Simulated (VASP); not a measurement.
# ZrS (Fm-3m) in VASP: a series of runs

ZrS is run at these levels: LDA; tasks: elastic constants, vibrations by perturbation theory.

Everything below comes from runs of VASP 6.6.1. Logs are shortened: lines on timing, memory, paths and dates and some standing lists are left out, and cuts for length are marked.

## 1. The cell of the first run

Symmetry: Fm-3m, No. 225, cubic system. Conventional cell: a = 5.136 Å, b = 5.136 Å, c = 5.136 Å, α = 90.00°, β = 90.00°, γ = 90.00°. Within 3.4 Å of Zr (site symmetry m-3m) lie 6 S at 2.57 Å. S (site symmetry m-3m) has 6 Zr at 2.57 Å within 3.4 Å.

## 2. Elastic constants, LDA

INCAR

```
SYSTEM = ZrS
ALGO = Normal
EDIFF = 1E-8
ENCUT = 600
IBRION = 6
ISIF = 3
ISMEAR = -1
LASPH = .True.
LCHARG = .False.
LREAL = .False.
LWAVE = .False.
NBANDS = 16
NELM = 100
NFREE = 2
NSW = 1
POTIM = 0.015
PREC = Accurate
SIGMA = 0.15
```

KPOINTS

```
k-points
0
Gamma
  3 3 3
  0 0 0
```

POSCAR

```
ZrS
1.0
    0.0000000000      2.5682303311      2.5682303311
    2.5682303311      0.0000000000      2.5682303311
    2.5682303311      2.5682303311      0.0000000000
Zr S
1 1
Direct
    0.0000000000      0.0000000000      0.0000000000
    0.5000000000      0.5000000000      0.5000000000
```

Potentials or basis: VASP PAW LDA potentials, release 64 (Zr_sv, S).

Launch:

```
> cat potpaw_LDA.64/Zr_sv/POTCAR potpaw_LDA.64/S/POTCAR > POTCAR
> mpirun -np 1 vasp_std > vasp.out
```

OUTCAR:

```text
SYSTEM = ZrS
   EDIFF = 1E-8
   ENCUT = 600
   IBRION = 6
   ISIF = 3
   ISMEAR = -1
   LASPH = .True.
   LREAL = .False.
   NELM = 100
   NFREE = 2
   NSW = 1
   POTIM = 0.015
   PREC = Accurate

 ion  position               nearest neighbor table
   1  0.000  0.000  0.000-   2 2.57   2 2.57   2 2.57   2 2.57   2 2.57   2 2.57
   2  0.500  0.500  0.500-   1 2.57   1 2.57   1 2.57   1 2.57   1 2.57   1 2.57

  LATTYP: Found a face centered cubic cell.
 ALAT       =     5.1364606622

  Lattice vectors:

 A1 = (   0.0000000000,   2.5682303311,   2.5682303311)
 A2 = (   2.5682303311,   0.0000000000,   2.5682303311)
 A3 = (   2.5682303311,   2.5682303311,   0.0000000000)

Analysis of symmetry for initial positions (statically):
=====================================================================
 Subroutine PRICEL returns:
 Original cell was already a primitive cell.

 Routine SETGRP: Setting up the symmetry group for a
 face centered cubic supercell.

 Subroutine GETGRP returns: Found 48 space group operations
 (whereof 48 operations were pure point group operations)
 out of a pool of 48 trial point group operations.

The static configuration has the point symmetry O_h .

Analysis of symmetry for dynamics (positions and initial velocities):
=====================================================================
 Subroutine PRICEL returns:
 Original cell was already a primitive cell.

 Routine SETGRP: Setting up the symmetry group for a
 face centered cubic supercell.

 Subroutine GETGRP returns: Found 48 space group operations
 (whereof 48 operations were pure point group operations)
 out of a pool of 48 trial point group operations.

The dynamic configuration has the point symmetry O_h .

 Subroutine INISYM returns: Found 48 space group operations
 (whereof 48 operations are pure point group operations),
 and found     1 'primitive' translations

----------------------------------------------------------------------------------------

                                     Primitive cell

  volume of cell :      33.8791

  direct lattice vectors                    reciprocal lattice vectors
     0.000000000  2.568230331  2.568230331    -0.194686588  0.194686588  0.194686588
     2.568230331  0.000000000  2.568230331     0.194686588 -0.194686588  0.194686588
     2.568230331  2.568230331  0.000000000     0.194686588  0.194686588 -0.194686588

  length of vectors
     3.632026166  3.632026166  3.632026166     0.337207062  0.337207062  0.337207062

  position of ions in fractional coordinates (direct lattice)
     0.000000000  0.000000000  0.000000000
     0.500000000  0.500000000  0.500000000

  ion indices of the primitive-cell ions
   primitive index   ion index
                 1           1
                 2           2

----------------------------------------------------------------------------------------

 KPOINTS: k-points

Automatic generation of k-mesh.
 Grid dimensions read from file:
 generate k-points for:    3    3    3

 Generating k-lattice:

  Cartesian coordinates                     Fractional coordinates (reciprocal lattice)
    -0.064895529  0.064895529  0.064895529     0.333333333  0.000000000  0.000000000
[... 58 lines left out ...]
     AMIX_MAG =   1.60;   BMIX_MAG =  1.00
  volume/ion in A,a.u.               =      16.94       114.31
  Fermi-wavevector in a.u.,A,eV,Ry     =   1.325933  2.505651 23.920393  1.758099
  Thomas-Fermi vector in A             =   2.455358
   LORBIT       =      0    0 simple, 1 ext, 2 COOP (PROOUT), +10 PAW based schemes
   GGA     = CA    functional components
   LHFCALC =     F    Hartree Fock is set to
   AEXX    =    0.0000 exact exchange contribution
   IVDW    =     0    specifies the selected vdW correction
   LEPSILON=     F    determine dielectric tensor
   LRPA    =     F    only Hartree local field effects (RPA)
 finite differences with symmetry
 non-spin polarized calculation
  energy-cutoff  :      600.00
  volume of cell :       33.88
 maximum number of plane-waves:      1141
 NGX is ok and might be reduce to    30
   NGX = 15   NGY = 15   NGZ = 15

--------------------------------------- Ionic step        1  -------------------------------------------

 number of electron      18.0000001 magnetization

 Free energy of the ion-electron system (eV)
  ---------------------------------------------------
  ext. energy  EPLUGINS =         0.00000000
  ---------------------------------------------------
  free energy    TOTEN  =       -17.01686553 eV

  energy without entropy =      -16.87623319  energy(sigma->0) =      -16.94654936

------------------------ aborting loop because EDIFF is reached ----------------------------------------

  FORCE on cell =-STRESS in cart. coord.  units (eV):
  Direction    XX          YY          ZZ          XY          YZ          ZX
  --------------------------------------------------------------------------------------
  -------------------------------------------------------------------------------------
  Total        0.5290129      0.5290129      0.5290129      0.0000000      0.0000000      0.0000000
  in kB       25.0175606     25.0175606     25.0175606      0.0000000      0.0000000      0.0000000
  external PRESSURE =      25.0175606 kB  Pullay stress =       0.0000000 kB
[... 89 lines left out ...]
  FREE ENERGIE OF THE ION-ELECTRON SYSTEM (eV)
  ---------------------------------------------------
  free  energy   TOTEN  =       -16.9982804348 eV

  energy  without entropy=      -16.8592159882  energy(sigma->0) =      -16.92874821

[... ionic steps 4 to 14 ...]

--------------------------------------- Ionic step       15  -------------------------------------------

 number of electron      18.0000001 magnetization

------------------------ aborting loop because EDIFF is reached ----------------------------------------
[... 67 lines left out ...]
--------------------------------------- Ionic step       17  -------------------------------------------

 number of electron      18.0000000 magnetization

 Free energy of the ion-electron system (eV)
  ---------------------------------------------------
  ext. energy  EPLUGINS =         0.00000000
  ---------------------------------------------------
  free energy    TOTEN  =       -17.01543060 eV

  energy without entropy =      -16.87478788  energy(sigma->0) =      -16.94510924

 E-fermi :  11.3246     XC(G=0): -11.8469

 val. band max:       10.8360280895   @ k =   0.0000  -0.3333   0.3333
 cond. band min:      11.4366570611   @ k =   0.3333   0.0000   0.0000
 fundamental gap:      0.6006289716
 Fermi energy:        11.3246120142

 k-point     1 :       0.0000    0.0000    0.0000
  band No.  band energies     occupation
      1     -38.2079      2.00000
      2     -16.3267      2.00000
      3     -16.3265      2.00000
      4     -16.3265      2.00000
      5      -4.6467      2.00000
      6       7.8976      2.00000
[... 132 lines left out ...]
  FREE ENERGIE OF THE ION-ELECTRON SYSTEM (eV)
  ---------------------------------------------------
  free  energy   TOTEN  =       -17.0154305968 eV

  energy  without entropy=      -16.8747878764  energy(sigma->0) =      -16.94510924

 INTERNAL STRAIN TENSORS FROM STRAINED CELLS
 ============================================

 INTERNAL STRAIN TENSOR FOR ION    1 for displacements in x,y,z  (eV/Angst):
          X           Y           Z          XY          YZ          ZX
  --------------------------------------------------------------------------------
  x    -0.00000     0.00000     0.00000     0.00000    -0.00000    -0.00000
  y     0.00000     0.00000    -0.00000    -0.00000     0.00000    -0.00000
  z    -0.00000     0.00000     0.00000    -0.00000    -0.00000    -0.00000

 INTERNAL STRAIN TENSORS FROM DISPLACED ATOMS
 ============================================

 INTERNAL STRAIN TENSOR FOR ION    1 for displacements in x,y,z  (eV/Angst):
          X           Y           Z          XY          YZ          ZX
  --------------------------------------------------------------------------------
  x     0.00000     0.00000     0.00000     0.00000     0.00000     0.00000
  y     0.00000     0.00000     0.00000     0.00000     0.00000     0.00000
  z     0.00000     0.00000     0.00000     0.00000     0.00000     0.00000

 INTERNAL STRAIN TENSOR FOR ION    2 for displacements in x,y,z  (eV/Angst):
          X           Y           Z          XY          YZ          ZX
  --------------------------------------------------------------------------------
  x     0.00000     0.00000     0.00000     0.00000     0.00000     0.00000
  y     0.00000     0.00000     0.00000     0.00000     0.00000     0.00000
  z     0.00000     0.00000     0.00000     0.00000     0.00000     0.00000

 Eigenvectors and eigenvalues of the dynamical matrix
 ----------------------------------------------------

   1 f  =   11.460317 THz    72.007296 2PiTHz  382.275033 cm-1    47.396042 meV
             X         Y         Z           dx          dy          dz
      0.000000  0.000000  0.000000     0.510012    0.000000    0.000000
      2.568230  2.568230  2.568230    -0.860167    0.000000    0.000000
[... 21 lines left out ...]
   6 f/i=    0.000343 THz     0.002154 2PiTHz    0.011435 cm-1     0.001418 meV
             X         Y         Z           dx          dy          dz
      0.000000  0.000000  0.000000    -0.063018    0.059172   -0.855813
      2.568230  2.568230  2.568230    -0.037365    0.035085   -0.507430

--------------------------------------------------------------------------------------------------------

 ELASTIC MODULI CONTR FROM IONIC RELAXATION (kBar)
 Direction    XX          YY          ZZ          XY          YZ          ZX
 --------------------------------------------------------------------------------
 XX           0.0000      0.0000      0.0000      0.0000      0.0000      0.0000
 YY           0.0000      0.0000      0.0000      0.0000      0.0000      0.0000
 ZZ           0.0000      0.0000      0.0000      0.0000      0.0000      0.0000
 XY           0.0000      0.0000      0.0000      0.0000      0.0000      0.0000
 YZ           0.0000      0.0000      0.0000      0.0000      0.0000      0.0000
 ZX           0.0000      0.0000      0.0000      0.0000      0.0000      0.0000
 --------------------------------------------------------------------------------

 TOTAL ELASTIC MODULI (kBar)
 Direction    XX          YY          ZZ          XY          YZ          ZX
 --------------------------------------------------------------------------------
 XX        4206.3815    315.6289    315.6289      0.0000     -0.0000      0.0000
 YY         315.6289   4206.3815    315.6289      0.0000      0.0000      0.0000
 ZZ         315.6289    315.6289   4206.3815      0.0000      0.0000      0.0000
 XY           0.0000      0.0000      0.0000    352.2049      0.0000      0.0000
 YZ          -0.0000      0.0000      0.0000      0.0000    352.2049      0.0000
 ZX           0.0000      0.0000      0.0000      0.0000      0.0000    352.2049
 --------------------------------------------------------------------------------
```

It took 45 s on 1 thread of Intel Xeon Platinum 8559C (Emerald Rapids), shared host; peak memory 0.16 GiB.

What came out:

| Quantity | Value |
| --- | --- |
| Elastic constants C11, C12, C44 | 421, 32, 35 GPa |
| Voigt bulk modulus | 161 GPa |
| Highest phonon frequency at Γ, LO-TO splitting left out | 382 cm⁻¹ |

Phonon frequencies in cm⁻¹ (negative: imaginary):
| q point | frequencies |
| --- | --- |
| (0.000, 0.000, 0.000) | 0 0 0 382 382 382 |

Elastic tensor in Voigt notation (GPa, in the Cartesian axes of the cell as first typed):
```
421  32  32   0   0   0
 32 421  32   0   0   0
 32  32 421   0   0   0
  0   0   0  35   0   0
  0   0   0   0  35   0
  0   0   0   0   0  35
```

Clamped-ion elastic tensor (GPa):
```
421  32  32   0   0   0
 32 421  32   0   0   0
 32  32 421   0   0   0
  0   0   0  35   0   0
  0   0   0   0  35   0
  0   0   0   0   0  35
```

Caveat: the k points lie up to 0.71 Å⁻¹ apart; the cell is under stress, which shifts elastic constants.

## 3. Vibrations by perturbation theory, LDA

This run uses another cell than the first one, of 14.98 Å³/atom, 0.884 times its volume.

INCAR

```
SYSTEM = ZrS
ALGO = Normal
EDIFF = 1E-8
ENCUT = 520
GGA = CA
IBRION = 8
ISIF = 2
ISMEAR = -1
LASPH = .True.
LCHARG = .True.
LREAL = .False.
LWAVE = .False.
NELM = 100
NSW = 1
PREC = Accurate
SIGMA = 0.15
```

KPOINTS

```
k-points
0
Gamma
  14 14 14
  0 0 0
```

POSCAR

```
ZrS
1.0
    0.0000000000      2.4650022443      2.4650022443
    2.4650022443      0.0000000000      2.4650022443
    2.4650022443      2.4650022443      0.0000000000
Zr S
1 1
Direct
    0.0000000000      0.0000000000      0.0000000000
    0.5000000000      0.5000000000      0.5000000000
```

Potentials or basis: VASP PAW LDA potentials, release 64 (Zr_sv, S).

Launch:

```
> cat potpaw_LDA.64/Zr_sv/POTCAR potpaw_LDA.64/S/POTCAR > POTCAR
> mpirun -np 1 vasp_std > vasp.out
```

OUTCAR:

```text
SYSTEM = ZrS
   EDIFF = 1E-8
   ENCUT = 520
   GGA = CA
   IBRION = 8
   ISIF = 2
   ISMEAR = -1
   LASPH = .True.
   LREAL = .False.
   NELM = 100
   NSW = 1
   PREC = Accurate

 ion  position               nearest neighbor table
   1  0.000  0.000  0.000-   2 2.47   2 2.47   2 2.47   2 2.47   2 2.47   2 2.47
   2  0.500  0.500  0.500-   1 2.47   1 2.47   1 2.47   1 2.47   1 2.47   1 2.47

  LATTYP: Found a face centered cubic cell.
[... 643 lines left out ...]
               1X          1Y          1Z          2X          2Y          2Z
  1X   -11.625986    0.000000    0.000000   11.625986    0.000000    0.000000
  1Y     0.000000  -11.625986    0.000000    0.000000   11.625986    0.000000
  1Z     0.000000    0.000000  -11.625986    0.000000    0.000000   11.625986
  2X    11.546334    0.000000    0.000000  -11.546334    0.000000    0.000000
  2Y     0.000000   11.546334    0.000000    0.000000  -11.546334    0.000000
  2Z     0.000000    0.000000   11.546334    0.000000    0.000000  -11.546334

 Eigenvectors and eigenvalues of the dynamical matrix
 ----------------------------------------------------

   1 f  =   10.915648 THz    68.585038 2PiTHz  364.106817 cm-1    45.143472 meV
             X         Y         Z           dx          dy          dz
      0.000000  0.000000  0.000000    -0.000000   -0.511285    0.000000
      2.465002  2.465002  2.465002     0.000000    0.859411    0.000000
[... 21 lines left out ...]
   6 f/i=    0.016487 THz     0.103591 2PiTHz    0.549948 cm-1     0.068185 meV
             X         Y         Z           dx          dy          dz
      0.000000  0.000000  0.000000     0.036708    0.126574   -0.849246
      2.465002  2.465002  2.465002     0.021839    0.075302   -0.505238

--------------------------------------------------------------------------------------------------------

 ELASTIC MODULI CONTR FROM IONIC RELAXATION (kBar)
 Direction    XX          YY          ZZ          XY          YZ          ZX
 --------------------------------------------------------------------------------
 XX           0.0000      0.0000      0.0000      0.0000      0.0000      0.0000
 YY           0.0000      0.0000      0.0000      0.0000      0.0000      0.0000
 ZZ           0.0000      0.0000      0.0000      0.0000      0.0000      0.0000
 XY           0.0000      0.0000      0.0000      0.0000      0.0000      0.0000
 YZ           0.0000      0.0000      0.0000      0.0000      0.0000      0.0000
 ZX           0.0000      0.0000      0.0000      0.0000      0.0000      0.0000
 --------------------------------------------------------------------------------
```

Run time: 7.8 min. Hardware: 1 thread of Intel Xeon Platinum 8259CL at 2.50GHz (Skylake/Cascade Lake), shared host; peak memory 0.37 GiB.

What came out:

```
Highest phonon frequency at Γ, LO-TO splitting left out : 364 cm⁻¹
```

Phonon frequencies in cm⁻¹ (negative: imaginary):
```csv
q point,frequencies
"(0.000, 0.000, 0.000)",-1 -1 -1 364 364 364
```

Caveat: the cell wasn't relaxed at this level first, which shifts response properties.

(Continued in part 2 of 2.)
